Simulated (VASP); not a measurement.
# CrPb (Pm-3m) in VASP: further runs

Runs on CrPb. Level: PBEsol. Tasks: single point.

Program: VASP 6.6.1. These are calculated values, not measurements. Logs are shortened: lines on timing, memory, paths and dates and some standing lists are left out, and cuts for length are marked.

## Step 1: The cell of the first run

Symmetry: Pm-3m, No. 221, cubic system. The conventional cell has a = 3.486 Å, b = 3.486 Å, c = 3.486 Å, α = 90.00°, β = 90.00°, γ = 90.00°. Cr (site symmetry m-3m) has 8 Pb at 3.02 Å and 6 Cr at 3.49 Å within 4.0 Å. Pb (site symmetry m-3m) has 8 Cr at 3.02 Å and 6 Pb at 3.49 Å within 4.0 Å.

## Step 2: Single point, PBEsol, collinear spin, ferromagnetic start

Contents of INCAR:

```
ALGO = Normal ; EDIFF = 1E-6
ENCUT = 520 ; GGA = PS
ISIF = 2 ; ISMEAR = 0
ISPIN = 2 ; LASPH = True
LCHARG = False ; LMAXMIX = 4
LORBIT = 11 ; LREAL = False
LWAVE = False ; MAGMOM = 4.5 0
NBANDS = 24 ; NELM = 150
PREC = Accurate ; SIGMA = 0.1
```

Contents of KPOINTS:

```
k-points
0
Gamma
  12 12 12
```

Contents of POSCAR:

```
CrPb
1.0
    3.4858517531      0.0000000000      0.0000000000
    0.0000000000      3.4858517531      0.0000000000
    0.0000000000      0.0000000000      3.4858517531
Cr Pb
1 1
Direct
    0.0000000000      0.0000000000      0.0000000000
    0.5000000000      0.5000000000      0.5000000000
```

Potentials or basis: VASP PAW PBE potentials, release 64 (Cr_pv, Pb_d).

On the command line:

```bash
cat potpaw_PBE.64/Cr_pv/POTCAR potpaw_PBE.64/Pb_d/POTCAR > POTCAR
mpirun -np 1 vasp_std > vasp.out
```

OUTCAR:

```text
EDIFF = 1E-6
   ENCUT = 520
   GGA = PS
   ISIF = 2
   ISMEAR = 0
   ISPIN = 2
   LASPH = True
   LORBIT = 11
   LREAL = False
   NELM = 150
   PREC = Accurate

 ion  position               nearest neighbor table
   1  0.000  0.000  0.000-   2 3.02   2 3.02   2 3.02   2 3.02   2 3.02   2 3.02   2 3.02   2 3.02

   2  0.500  0.500  0.500-   1 3.02   1 3.02   1 3.02   1 3.02   1 3.02   1 3.02   1 3.02   1 3.02

  LATTYP: Found a simple cubic cell.
 ALAT       =     3.4858517531

  Lattice vectors:

 A1 = (   3.4858517531,   0.0000000000,   0.0000000000)
 A2 = (   0.0000000000,   3.4858517531,   0.0000000000)
 A3 = (   0.0000000000,   0.0000000000,   3.4858517531)

Analysis of symmetry for initial positions (statically):
=====================================================================
 Subroutine PRICEL returns:
 Original cell was already a primitive cell.

 Routine SETGRP: Setting up the symmetry group for a
 simple cubic supercell.

 Subroutine GETGRP returns: Found 48 space group operations
 (whereof 48 operations were pure point group operations)
 out of a pool of 48 trial point group operations.

The static configuration has the point symmetry O_h .

Analysis of symmetry for dynamics (positions and initial velocities):
=====================================================================
 Subroutine PRICEL returns:
 Original cell was already a primitive cell.

 Routine SETGRP: Setting up the symmetry group for a
 simple cubic supercell.

 Subroutine GETGRP returns: Found 48 space group operations
 (whereof 48 operations were pure point group operations)
 out of a pool of 48 trial point group operations.

The dynamic configuration has the point symmetry O_h .

Analysis of structural, dynamic, and magnetic symmetry:
=====================================================================
 Subroutine PRICEL returns:
 Original cell was already a primitive cell.

 Routine SETGRP: Setting up the symmetry group for a
 simple cubic supercell.

 Subroutine GETGRP returns: Found 48 space group operations
 (whereof 48 operations were pure point group operations)
 out of a pool of 48 trial point group operations.

The overall configuration has the point symmetry O_h .

 Subroutine INISYM returns: Found 48 space group operations
 (whereof 48 operations are pure point group operations),
 and found     1 'primitive' translations

----------------------------------------------------------------------------------------

                                     Primitive cell

  volume of cell :      42.3572

  direct lattice vectors                    reciprocal lattice vectors
     3.485851753  0.000000000  0.000000000     0.286873932  0.000000000  0.000000000
     0.000000000  3.485851753  0.000000000     0.000000000  0.286873932  0.000000000
     0.000000000  0.000000000  3.485851753     0.000000000  0.000000000  0.286873932

  length of vectors
     3.485851753  3.485851753  3.485851753     0.286873932  0.286873932  0.286873932

  position of ions in fractional coordinates (direct lattice)
     0.000000000  0.000000000  0.000000000
     0.500000000  0.500000000  0.500000000

  ion indices of the primitive-cell ions
   primitive index   ion index
                 1           1
                 2           2

----------------------------------------------------------------------------------------

 KPOINTS: k-points

Automatic generation of k-mesh.
 Grid dimensions read from file:
 generate k-points for:   12   12   12

 Generating k-lattice:

  Cartesian coordinates                     Fractional coordinates (reciprocal lattice)
     0.023906161  0.000000000  0.000000000     0.083333333  0.000000000  0.000000000
     0.000000000  0.023906161  0.000000000     0.000000000  0.083333333  0.000000000
     0.000000000  0.000000000  0.023906161     0.000000000  0.000000000  0.083333333

  Length of vectors
     0.023906161  0.023906161  0.023906161

  Shift w.r.t. Gamma in fractional coordinates (k-lattice)
     0.000000000  0.000000000  0.000000000

 Subroutine IBZKPT returns following result:
 ===========================================

 Found     84 irreducible k-points:

 Following reciprocal coordinates:
            Coordinates               Weight
  0.000000  0.000000  0.000000      1.000000
  0.083333  0.000000  0.000000      6.000000
  0.166667  0.000000  0.000000      6.000000
  0.250000  0.000000  0.000000      6.000000
  0.333333  0.000000  0.000000      6.000000
  0.416667  0.000000  0.000000      6.000000
[... 16 lines left out ...]
  0.333333  0.333333  0.000000     12.000000
  0.416667  0.333333  0.000000     24.000000
 [... further k-points ...]
   k-points           NKPTS =     84   k-points in BZ     NKDIM =     84   number of bands    NBANDS=     24
   number of dos      NEDOS =    301   number of ions     NIONS =      2
   total plane-waves  NPLWV =  21952
   dimension x,y,z NGX =    28 NGY =   28 NGZ =   28
   dimension x,y,z NGXF=    56 NGYF=   56 NGZF=   56
   ions per type =               1   1
   NGX,Y,Z   is equivalent  to a cutoff of  13.35, 13.35, 13.35 a.u.
   NGXF,Y,Z  is equivalent  to a cutoff of  26.71, 26.71, 26.71 a.u.
 SYSTEM =  unknown system
   PREC   = accura    normal or accurate (medium, high low for compatibility)
   ISTART =      0    job   : 0-new  1-cont  2-samecut
   ICHARG =      2    charge: 1-file 2-atom 10-const
   ISPIN  =      2    spin polarized calculation?
   LNONCOLLINEAR =      F non collinear calculations
   LSORBIT =      F    spin-orbit coupling
   LASPH  =      T    aspherical Exc in radial PAW
   ENCUT  =  520.0 eV  38.22 Ry    6.18 a.u.   6.48  6.48  6.48*2*pi/ulx,y,z
   NELM   =    150;   NELMIN=  2; NELMDL= -5     # of ELM steps
   EDIFF  = 0.1E-05   stopping-criterion for ELM
   LREAL  =      F    real-space projection
   EDIFFG = 0.1E-04   stopping-criterion for IOM
   NSW    =      0    number of steps for IOM
   IBRION =     -1    ionic relax: 0-MD 1-quasi-New 2-CG
   NFREE  =      0    steps in history (QN), initial steepest desc. (CG)
   ISIF   =      2    stress and relaxation
   ISYM   =      2    0-nonsym 1-usesym 2-fastsym
   POTIM  = 0.5000    time-step for ionic-motion
   TEBEG  =    0.0;   TEEND  =   0.0 temperature during run
   PSTRESS=    0.0 pullay stress
   NELECT =      26.0000    total number of electrons
   NUPDOWN=      -1.0000    fix difference up-down
   EMIN   =  10.00;   EMAX   =-10.00  energy-range for DOS
   EFERMI =   0.00;   METHOD = LEGACY
   ISMEAR =     0;   SIGMA  =   0.10  broadening in eV -4-tet -1-fermi 0-gaus
   EFERMI_NEDOS =   21; number of points for ismear=-14 and -15
   IALGO  =     38    algorithm
   IMIX   =      4    mixing-type and parameters
     AMIX     =   0.40;   BMIX     =  1.00
     AMIX_MAG =   1.60;   BMIX_MAG =  1.00
  volume/ion in A,a.u.               =      21.18       142.92
  Fermi-wavevector in a.u.,A,eV,Ry     =   1.391309  2.629193 26.337364  1.935742
  Thomas-Fermi vector in A             =   2.515161
   LORBIT       =     11    0 simple, 1 ext, 2 COOP (PROOUT), +10 PAW based schemes
   GGA     = PS    functional components
   LHFCALC =     F    Hartree Fock is set to
   AEXX    =    0.0000 exact exchange contribution
   IVDW    =     0    specifies the selected vdW correction
   LEPSILON=     F    determine dielectric tensor
   LRPA    =     F    only Hartree local field effects (RPA)
 spin polarized calculation
 Gauss-broadening in eV      SIGMA  =   0.10
  energy-cutoff  :      520.00
  volume of cell :       42.36
 maximum number of plane-waves:      1189
 NGX is ok and might be reduce to    28
   NGX = 13   NGY = 13   NGZ = 13

 number of electron      26.0000006 magnetization       4.0246123

 Free energy of the ion-electron system (eV)
  ---------------------------------------------------
  ext. energy  EPLUGINS =         0.00000000
  ---------------------------------------------------
  free energy    TOTEN  =       -12.74685592 eV

  energy without entropy =      -12.74094947  energy(sigma->0) =      -12.74390270

 E-fermi :   8.3496     XC(G=0): -11.3163

 val. band max:        8.3393901540   @ k =   0.4167   0.3333   0.1667
 cond. band min:       8.3586183941   @ k =   0.2500   0.1667   0.1667
 fundamental gap:      0.0192282401
 Fermi energy:         8.3496077558

 spin component 1

 k-point     1 :       0.0000    0.0000    0.0000
  band No.  band energies     occupation
      1     -35.5469      1.00000
      2     -35.5469      1.00000
      3     -35.5469      1.00000
      4      -8.6090      1.00000
      5      -8.6090      1.00000
      6      -8.3380      1.00000
[... 16 lines left out ...]
     23      22.1541      0.00000
     24      22.1541      0.00000
[... 598 lines left out ...]
      2     -35.5587      1.00000
      3     -35.5446      1.00000
      4      -8.5333      1.00000
      5      -8.4886      1.00000
      6      -8.4212      1.00000
[... 16 lines left out ...]
     23      21.2538      0.00000
     24      22.0021      0.00000

 [... further k-points ...]

 spin component 2

 k-point     1 :       0.0000    0.0000    0.0000
  band No.  band energies     occupation
      1     -31.9385      1.00000
      2     -31.9385      1.00000
      3     -31.9385      1.00000
      4      -8.6280      1.00000
      5      -8.6280      1.00000
      6      -8.3318      1.00000
[... 16 lines left out ...]
     23      22.4628      0.00000
     24      22.4628      0.00000
[... 598 lines left out ...]
      2     -31.9524      1.00000
      3     -31.9356      1.00000
      4      -8.5188      1.00000
      5      -8.5075      1.00000
      6      -8.4130      1.00000
[... 16 lines left out ...]
     23      21.6266      0.00000
     24      22.8094      0.00000

 [... further k-points ...]

------------------------ aborting loop because EDIFF is reached ----------------------------------------

  FORCE on cell =-STRESS in cart. coord.  units (eV):
  Direction    XX          YY          ZZ          XY          YZ          ZX
  --------------------------------------------------------------------------------------
  -------------------------------------------------------------------------------------
  Total       -0.0107500     -0.0107500     -0.0107500     -0.0000000      0.0000000     -0.0000000
  in kB       -0.4066225     -0.4066225     -0.4066225     -0.0000000      0.0000000     -0.0000000
  external PRESSURE =      -0.4066225 kB  Pullay stress =       0.0000000 kB

 VOLUME and BASIS-vectors are now :
 -----------------------------------------------------------------------------
  energy-cutoff  :      520.00
  volume of cell :       42.36
      direct lattice vectors                 reciprocal lattice vectors
     3.485851753  0.000000000  0.000000000     0.286873932  0.000000000  0.000000000
     0.000000000  3.485851753  0.000000000     0.000000000  0.286873932  0.000000000
     0.000000000  0.000000000  3.485851753     0.000000000  0.000000000  0.286873932

 POSITION                                       TOTAL-FORCE (eV/Angst)
 -----------------------------------------------------------------------------------
      0.00000      0.00000      0.00000         0.000000      0.000000      0.000000
      1.74293      1.74293      1.74293         0.000000      0.000000      0.000000
 -----------------------------------------------------------------------------------
    total drift:                                0.000000      0.000000      0.000000

  FREE ENERGIE OF THE ION-ELECTRON SYSTEM (eV)
  ---------------------------------------------------
  free  energy   TOTEN  =       -12.7468559207 eV

  energy  without entropy=      -12.7409494726  energy(sigma->0) =      -12.74390270

 total charge

# of ion       s       p       d       tot
------------------------------------------
    1        0.232   6.134   4.171  10.537
    2        1.303   0.978   9.815  12.096
--------------------------------------------------
tot          1.535   7.113  13.986  22.633

 magnetization (x)

# of ion       s       p       d       tot
------------------------------------------
    1        0.045   0.026   3.609   3.680
    2        0.005  -0.074   0.022  -0.047
--------------------------------------------------
tot          0.050  -0.048   3.632   3.634
```

Run time: 64 s. Hardware: 1 thread of Intel Xeon 6975P-C (Granite Rapids), shared host; peak memory 0.26 GiB.

What came out:

```
Free energy                                           : -12.7469 eV
Pressure                                              : 0.0 GPa
Band gap on the k mesh                                : zero (filled and empty bands overlap)
Net moment                                            : 4.02 μB per cell
Site moments                                          : Cr +3.68; Pb -0.05 μB
Valence electrons inside the program's atomic spheres : Cr 10.54; Pb 12.10
```

Caveat: an empty level that is flat over the whole mesh can mark a ghost state of the potentials, or a narrow d or f band; the PAW data sets were made with another functional, which shifts forces and pressure a little; spin-orbit coupling is left out, which moves the levels of the heavy elements.

## Step 3: Single point, PBEsol, collinear spin, ferromagnetic start

Contents of INCAR:

```
SYSTEM = CrPb
PREC = Accurate ; ENCUT = 520
EDIFF = 1E-6 ; ISMEAR = 0
SIGMA = 0.1 ; LREAL = .FALSE.
LASPH = .TRUE. ; NELM = 150
ALGO = Normal ; ISIF = 2
LWAVE = .FALSE. ; LCHARG = .FALSE.
ISPIN = 2 ; MAGMOM = 0.5 0
LORBIT = 11 ; LMAXMIX = 4
GGA = PS ; NBANDS = 24
```

Contents of KPOINTS:

```
Automatic mesh
0
G
  12 12 12
  0 0 0
```

POSCAR is that of step 2.

Potentials or basis: VASP PAW PBE potentials, release 64 (Cr_pv, Pb_d).

On the command line:

```bash
cat potpaw_PBE.64/Cr_pv/POTCAR potpaw_PBE.64/Pb_d/POTCAR > POTCAR
mpirun -np 1 vasp_std > vasp.out
```

Wall time 1.7 min (1 thread of Intel Xeon 6975P-C (Granite Rapids), shared host); peak memory 0.26 GiB.

Results (log left out):

```yaml
Free_energy: -12.7469 eV
Pressure: 0.0 GPa
Band_gap_on_the_k_mesh: zero (filled and empty bands overlap)
Net_moment: 4.02 μB per cell
Site_moments: Cr +3.68; Pb -0.05 μB
Valence_electrons_inside_the_program's_atomic_spheres: Cr 10.54; Pb 12.10
```

Levels at points of the mesh, in eV from the Fermi level:
Spin up:
| k point | band 11 | band 12 | band 13 | band 14 | band 15 | band 16 | band 17 | band 18 | band 19 | band 20 |
| --- | --- | --- | --- | --- | --- | --- | --- | --- | --- | --- |
| (0.00, 0.00, 0.00) | -2.20 | -0.92 | -0.92 | -0.92 | 1.93 | 1.93 | 1.93 | 3.84 | 6.23 | 8.04 |
| (0.50, 0.00, 0.00) | -2.14 | -1.81 | -1.81 | -0.96 | -0.48 | 5.88 | 5.88 | 6.23 | 6.25 | 8.19 |
| (0.50, 0.50, 0.00) | -3.49 | -2.25 | -1.23 | -1.23 | -0.61 | -0.22 | 1.25 | 6.15 | 6.23 | 8.90 |
| (0.50, 0.50, 0.50) | -3.72 | -3.72 | -0.58 | -0.58 | 2.16 | 2.16 | 2.16 | 2.42 | 2.42 | 2.42 |
Spin down:
| k point | band 7 | band 8 | band 9 | band 10 | band 11 | band 12 | band 13 | band 14 | band 15 | band 16 |
| --- | --- | --- | --- | --- | --- | --- | --- | --- | --- | --- |
| (0.00, 0.00, 0.00) | -16.68 | -16.68 | -11.44 | 0.57 | 0.57 | 2.33 | 2.33 | 2.33 | 2.34 | 2.34 |
| (0.50, 0.00, 0.00) | -16.72 | -16.67 | -9.44 | -5.32 | 0.67 | 0.67 | 0.75 | 2.28 | 2.92 | 6.86 |
| (0.50, 0.50, 0.00) | -16.77 | -16.53 | -7.98 | -3.13 | -3.13 | -0.03 | 1.84 | 1.84 | 2.80 | 2.93 |
| (0.50, 0.50, 0.50) | -16.52 | -16.52 | -5.96 | -2.60 | -2.60 | -2.60 | 2.97 | 2.97 | 3.16 | 3.16 |

Caveat: an empty level that is flat over the whole mesh can mark a ghost state of the potentials, or a narrow d or f band; the PAW data sets were made with another functional, which shifts forces and pressure a little; spin-orbit coupling is left out, which moves the levels of the heavy elements.

(Part 1 of 2 ends here.)
